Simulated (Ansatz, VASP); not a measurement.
**One calculation of C, two programs**

```
C
1.0
     0.00000    1.79085    1.79085
     1.79085    0.00000    1.79085
     1.79085    1.79085    0.00000
C
2
Cartesian
  1.7909 1.7909 1.7909
  2.6863 2.6863 2.6863
```

Alike in both runs: task single point; functional PBEsol; k mesh 12 × 12 × 12; occupations gaussian, width 0.02 eV; no spin polarisation.

```csv
,VASP,Ansatz
version,VASP 6.6.1,Ansatz 0.2.0
potentials or method,"VASP PAW PBE potentials, release 64 (C_h), cutoff 1300 eV","scalar-relativistic, plane waves, PAW"
valence electrons in the cell,8,8
```

```csv
,VASP,Ansatz,Ansatz less VASP
gap on the k mesh at the Fermi level (eV),4.01,4.01,0.000
least direct gap on the mesh (eV),5.51,5.51,-0.005
pressure (GPa),-10.0,-10.1,-0.09
```

VASP's potentials were made for PBE, not for PBEsol.
